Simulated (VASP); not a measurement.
**Sn: single point with r2SCAN**

The system is Sn.

```xyz
1
Lattice="-1.9291 1.9291 1.8913 1.9291 -1.9291 1.8913 1.9291 1.9291 -1.8913" Properties=species:S:1:pos:R:3 pbc="T T T"
Sn    0.0000    0.0000    0.0000
```

This cell differs from its parent crystal: strain +0.0200 x Voigt [1, 1, 0, 0, 0, 0].

```yaml
Program: VASP 6.6.1
Task: single point
Functional: r2SCAN
Potentials_or_basis: VASP PAW PBE potentials, release 64 (Sn_d)
Cutoff: 520 eV
k_mesh: 22 × 22 × 22
Occupations: gaussian, width 0.15 eV
Spin: no spin polarisation
```

The pressure is -2.1 GPa. The band gap on the k mesh is zero (band 7 reaches 15.65 eV, above the bottom of band 8 at 5.17 eV).

Stress tensor (GPa, compression positive):
```
-1.99  0.00  0.00
 0.00 -1.99  0.00
 0.00  0.00 -2.33
```

Levels at points of the mesh, in eV from the Fermi level:
| k point | band 3 | band 4 | band 5 | band 6 | band 7 | band 8 | band 9 | band 10 | band 11 | band 12 |
| --- | --- | --- | --- | --- | --- | --- | --- | --- | --- | --- |
| (0.00, 0.00, 0.00) | -22.25 | -22.12 | -22.11 | -11.39 | 8.04 | 8.04 | 8.18 | 12.69 | 12.76 | 12.76 |
| (0.50, 0.00, 0.00) | -22.12 | -22.12 | -22.03 | -6.57 | -4.49 | 3.53 | 5.60 | 8.28 | 8.39 | 15.72 |
| (0.50, 0.50, 0.00) | -22.13 | -22.12 | -22.04 | -6.71 | -4.53 | 3.79 | 5.94 | 8.56 | 8.74 | 15.27 |
| (0.50, 0.50, 0.50) | -22.05 | -22.05 | -22.05 | -2.56 | -0.69 | -0.69 | -0.29 | 4.13 | 4.29 | 18.91 |

It took 8.2 min on 1 thread of Intel(R) Xeon(R) 6975P-C (Granite Rapids) (shared host), peak memory 0.39 GiB.

Caveat: the cell differs from its parent crystal (strain +0.0200 x Voigt [1, 1, 0, 0, 0, 0]); the PAW data sets were made with another functional, which shifts forces and pressure a little; spin-orbit coupling is left out, which moves the levels of the heavy elements.
